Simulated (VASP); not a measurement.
# Al (Fm-3m) in VASP: further runs, part 2 of 2

VASP 6.6.1.

### Step 4. Single point, r2SCAN

POSCAR reads:

```
Al
1.0
    0.0000000000      1.9966927595      1.9966927595
    1.9966927595      0.0000000000      1.9966927595
    1.9966927595      1.9966927595      0.0000000000
Al
1
Direct
    0.0000000000      0.0000000000      0.0000000000
```

INCAR.step1 reads:

```
  PREC = Accurate
  ENCUT = 520
  ISMEAR = -1
  SIGMA = 0.1
  LREAL = False
  LASPH = True
  NELM = 80
  NBANDS = 8
  GGA = PE
  ALGO = Normal
  EDIFF = 1E-4
  LWAVE = True
  LCHARG = False
```

INCAR.step2 reads:

```
  PREC = Accurate
  ENCUT = 520
  EDIFF = 1E-7
  ISMEAR = -1
  SIGMA = 0.1
  LREAL = False
  LASPH = True
  NELM = 80
  ALGO = Normal
  ISIF = 2
  LWAVE = False
  LCHARG = False
  METAGGA = R2SCAN
  LMIXTAU = True
  NBANDS = 8
  ISTART = 1
```

KPOINTS reads:

```
regular mesh
0
Gamma
  14 14 14
```

Started as:

```bash
cat potpaw_PBE.64/Al/POTCAR > POTCAR
cp INCAR.step1 INCAR
mpirun -np 1 vasp_std > vasp.out
cp INCAR.step2 INCAR
mpirun -np 1 vasp_std > vasp.out
```

It took 33 s on 1 thread of Intel Xeon 6975P-C, shared host; peak memory 0.14 GiB.

The run converged. Its results:

```
Free energy : -6.7397 eV
Pressure    : -0.5 GPa
```

Levels at points of the mesh, in eV from the Fermi level:
| k point | band 1 | band 2 | band 3 | band 4 |
| --- | --- | --- | --- | --- |
| (0.00, 0.00, 0.00) | -12.08 | 13.54 | 13.54 | 13.54 |
| (0.50, 0.00, 0.00) | -5.13 | -4.56 | 12.27 | 12.27 |
| (0.50, 0.50, 0.00) | -3.23 | -1.65 | 5.49 | 6.20 |

Caveat: the PAW data sets were made with another functional, which shifts forces and pressure a little.

### Step 5. Single point, r2SCAN

POSCAR is that of step 4.

INCAR.step1 reads:

```
PREC = Accurate
ENCUT = 520
ISMEAR = -1
SIGMA = 0.01
LREAL = F
LASPH = T
NELM = 80
NBANDS = 8
GGA = PE
ALGO = Normal
EDIFF = 1E-4
LWAVE = T
LCHARG = F
```

INCAR.step2 reads:

```
PREC = Accurate
ENCUT = 520
EDIFF = 1E-6
ISMEAR = -1
SIGMA = 0.01
LREAL = F
LASPH = T
NELM = 80
ALGO = Normal
ISIF = 2
LWAVE = F
LCHARG = F
METAGGA = R2SCAN
LMIXTAU = T
NBANDS = 8
ISTART = 1
```

KPOINTS reads:

```
Automatic mesh
0
Gamma
  14 14 14
```

Potentials or basis: VASP PAW PBE potentials, release 64 (Al).

Started as:

```bash
cat potpaw_PBE.64/Al/POTCAR > POTCAR
cp INCAR.step1 INCAR
mpirun -np 1 vasp_std > vasp.out
cp INCAR.step2 INCAR
mpirun -np 1 vasp_std > vasp.out
```

OUTCAR:

```text
PREC = Accurate
   ENCUT = 520
   EDIFF = 1E-6
   ISMEAR = -1
   LREAL = F
   LASPH = T
   NELM = 80
   ISIF = 2
   METAGGA = R2SCAN
   ISTART = 1

 ion  position               nearest neighbor table
   1  0.000  0.000  0.000-

  LATTYP: Found a face centered cubic cell.
 ALAT       =     3.9933855190

  Lattice vectors:

 A1 = (   0.0000000000,   1.9966927595,   1.9966927595)
 A2 = (   1.9966927595,   0.0000000000,   1.9966927595)
 A3 = (   1.9966927595,   1.9966927595,   0.0000000000)

Analysis of symmetry for initial positions (statically):
=====================================================================
 Subroutine PRICEL returns:
 Original cell was already a primitive cell.

 Routine SETGRP: Setting up the symmetry group for a
 face centered cubic supercell.

 Subroutine GETGRP returns: Found 48 space group operations
 (whereof 48 operations were pure point group operations)
 out of a pool of 48 trial point group operations.

The static configuration has the point symmetry O_h .

Analysis of symmetry for dynamics (positions and initial velocities):
[... 159 lines left out ...]
 val. band max:        8.3872087066   @ k =   0.5000   0.2857   0.0000
 cond. band min:       8.4106345267   @ k =  -0.3571   0.4286   0.0714
 fundamental gap:      0.0234258201
 Fermi energy:         8.4034241395

 k-point     1 :       0.0000    0.0000    0.0000
  band No.  band energies     occupation
      1      -3.6998      2.00000
      2      21.9191      0.00000
      3      21.9191      0.00000
      4      21.9191      0.00000
      5      24.1138      0.00000
      6      24.1138      0.00000
      7      24.1138      0.00000
      8      26.0150      0.00000
[... 243 lines left out ...]
 k-point    24 :       0.2857    0.1429    0.0000
  band No.  band energies     occupation
      1      -1.5036      2.00000
      2      13.0272      0.00000
      3      17.6221      0.00000
      4      19.0495      0.00000
      5      19.8794      0.00000
      6      24.0934      0.00000
      7      28.1889      0.00000
      8      28.8460      0.00000

 [... further k-points ...]

------------------------ aborting loop because EDIFF is reached ----------------------------------------

  FORCE on cell =-STRESS in cart. coord.  units (eV):
  Direction    XX          YY          ZZ          XY          YZ          ZX
  --------------------------------------------------------------------------------------
  -------------------------------------------------------------------------------------
  Total       -0.0731404     -0.0731404     -0.0731404     -0.0000000     -0.0000000      0.0000000
  in kB       -7.3604423     -7.3604423     -7.3604423     -0.0000000     -0.0000000      0.0000000
  external PRESSURE =      -7.3604423 kB  Pullay stress =       0.0000000 kB

 VOLUME and BASIS-vectors are now :
 -----------------------------------------------------------------------------
  energy-cutoff  :      520.00
  volume of cell :       15.92
      direct lattice vectors                 reciprocal lattice vectors
     0.000000000  1.996692759  1.996692759    -0.250414090  0.250414090  0.250414090
     1.996692759  0.000000000  1.996692759     0.250414090 -0.250414090  0.250414090
     1.996692759  1.996692759  0.000000000     0.250414090  0.250414090 -0.250414090

 POSITION                                       TOTAL-FORCE (eV/Angst)
 -----------------------------------------------------------------------------------
      0.00000      0.00000      0.00000        -0.000000      0.000000     -0.000000
 -----------------------------------------------------------------------------------
    total drift:                                0.000000      0.000000      0.000000

  FREE ENERGIE OF THE ION-ELECTRON SYSTEM (eV)
  ---------------------------------------------------
  free  energy   TOTEN  =        -6.7331482353 eV

  energy  without entropy=       -6.7329189061  energy(sigma->0) =       -6.73303357
```

OUTCAR.step1:

```text
PREC = Accurate
   ENCUT = 520
   ISMEAR = -1
   LREAL = F
   LASPH = T
   NELM = 80
[... 478 lines left out ...]

 POSITION                                       TOTAL-FORCE (eV/Angst)
 -----------------------------------------------------------------------------------
      0.00000      0.00000      0.00000         0.000000      0.000000      0.000000
 -----------------------------------------------------------------------------------
    total drift:                               -0.000000     -0.000000     -0.000000

  FREE ENERGIE OF THE ION-ELECTRON SYSTEM (eV)
  ---------------------------------------------------
  free  energy   TOTEN  =        -3.7341555093 eV

  energy  without entropy=       -3.7340299796  energy(sigma->0) =       -3.73409274
```

OSZICAR.step1:

```text
N       E                     dE             d eps       ncg     rms          rms(c)
DAV:   1    -0.230044122336E+01   -0.23004E+01   -0.88108E+02  1664   0.205E+02
DAV:   2    -0.375201131836E+01   -0.14516E+01   -0.14280E+01  2432   0.193E+01
DAV:   3    -0.375766324062E+01   -0.56519E-02   -0.56517E-02  2168   0.135E+00
DAV:   4    -0.375767395646E+01   -0.10716E-04   -0.10716E-04  2608   0.508E-02
DAV:   5    -0.375767398248E+01   -0.26013E-07   -0.25658E-07  2088   0.129E-03    0.137E+00
DAV:   6    -0.374407735519E+01    0.13597E-01   -0.15309E-03  2264   0.186E-01    0.796E-01
DAV:   7    -0.373415942534E+01    0.99179E-02   -0.46228E-03  2152   0.303E-01    0.154E-01
DAV:   8    -0.373415550934E+01    0.39160E-05   -0.13033E-05  2200   0.260E-02
   1 F= -.37341555E+01 E0= -.37340927E+01  d E =-.125530E-03
```

Run time: 29 s. Hardware: 1 thread of Intel Xeon 6975P-C, shared host; peak memory 0.14 GiB.

What came out:

* Free energy: -6.7331 eV
* Pressure: -0.7 GPa

Caveat: the PAW data sets were made with another functional, which shifts forces and pressure a little.

### Step 6. Single point, r2SCAN

POSCAR is that of step 5.

INCAR.step1 reads:

```
SYSTEM = Al
ALGO = Normal ; EDIFF = 1E-4
ENCUT = 520 ; GGA = PE
ISMEAR = -1 ; LASPH = .TRUE.
LCHARG = .FALSE. ; LREAL = .FALSE.
LWAVE = .TRUE. ; NBANDS = 8
NELM = 80 ; PREC = Accurate
SIGMA = 0.03
```

INCAR.step2 reads:

```
SYSTEM = Al
ALGO = Normal ; EDIFF = 1E-6
ENCUT = 520 ; ISIF = 2
ISMEAR = -1 ; ISTART = 1
LASPH = .TRUE. ; LCHARG = .FALSE.
LMIXTAU = .TRUE. ; LREAL = .FALSE.
LWAVE = .FALSE. ; METAGGA = R2SCAN
NBANDS = 8 ; NELM = 80
PREC = Accurate ; SIGMA = 0.03
```

KPOINTS reads:

```
k-points
0
G
  14 14 14
  0 0 0
```

Potentials or basis: VASP PAW PBE potentials, release 64 (Al).

Started as:

```bash
cat potpaw_PBE.64/Al/POTCAR > POTCAR
cp INCAR.step1 INCAR
mpirun -np 1 vasp_std > vasp.out
cp INCAR.step2 INCAR
mpirun -np 1 vasp_std > vasp.out
```

Run time: 24 s. Hardware: 1 thread of Intel Xeon 6975P-C, shared host; peak memory 0.14 GiB.

Results (log left out):

| Item | Value |
| --- | --- |
| Free energy | -6.7339 eV |
| Pressure | -0.7 GPa |

Levels at points of the mesh, in eV from the Fermi level:
| k point | band 1 | band 2 | band 3 | band 4 |
| --- | --- | --- | --- | --- |
| (0.00, 0.00, 0.00) | -12.09 | 13.53 | 13.53 | 13.53 |
| (0.50, 0.00, 0.00) | -5.14 | -4.58 | 12.26 | 12.26 |
| (0.50, 0.50, 0.00) | -3.24 | -1.66 | 5.47 | 6.18 |

Caveat: the PAW data sets were made with another functional, which shifts forces and pressure a little.

### Step 7. Summary

| k mesh | smearing | gap on the mesh (eV) | pressure (GPa) |
| --- | --- | --- | --- |
| 11 × 11 × 11 | fermi-dirac 0.1 eV | none | -0.1 |
| 14 × 14 × 14 | fermi-dirac 0.1 eV | none | -0.5 |
| 14 × 14 × 14 | fermi-dirac 0.01 eV | none | -0.7 |
| 14 × 14 × 14 | fermi-dirac 0.03 eV | none | -0.7 |

Alike in all rows: task single point; level r2SCAN; potentials or basis VASP PAW PBE potentials, release 64 (Al); no spin polarisation; cell as given; cutoff (eV) 520.

Every run on the cell as given and a fine mesh finds a metal.

Caveats: the PAW data sets were made with another functional, which shifts forces and pressure a little.

Total energies depend on the potentials used, so only differences within one code and one set of settings carry meaning.
